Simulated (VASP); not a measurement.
A run of VASP 6.6.1 is set up as follows.

POSCAR

```
Ir
1.0
    0.0000000000      1.9026635047      1.9026635047
    1.9026635047      0.0000000000      1.9026635047
    1.9026635047      1.9026635047      0.0000000000
Ir
1
Direct
    0.0000000000      0.0000000000      0.0000000000
```

The input INCAR.step1:

```
PREC = Accurate
ENCUT = 520
ISMEAR = 0
SIGMA = 0.1
LREAL = F
LASPH = T
NELM = 60
NBANDS = 10
GGA = PE
ALGO = Normal
EDIFF = 1E-4
LWAVE = T
LCHARG = F
```

File INCAR.step2:

```
PREC = Accurate
ENCUT = 520
EDIFF = 1E-6
ISMEAR = 0
SIGMA = 0.1
LREAL = F
LASPH = T
NELM = 60
ALGO = Normal
ISIF = 2
LWAVE = F
LCHARG = T
METAGGA = R2SCAN
LMIXTAU = T
LELF = T
LVHAR = T
NBANDS = 10
ISTART = 1
```

KPOINTS

```
regular mesh
0
Gamma
  18 18 18
```

Potentials or basis: VASP PAW PBE potentials, release 64 (Ir).

The run is started by

```sh
$ cat potpaw_PBE.64/Ir/POTCAR > POTCAR
$ cp INCAR.step1 INCAR
$ mpirun -np 1 vasp_std > vasp.out
$ cp INCAR.step2 INCAR
$ mpirun -np 1 vasp_std > vasp.out
```

Task: What does it give for the pressure?

Result: 15.4 GPa.

Caveat: the PAW data sets were made with another functional, which shifts forces and pressure a little.
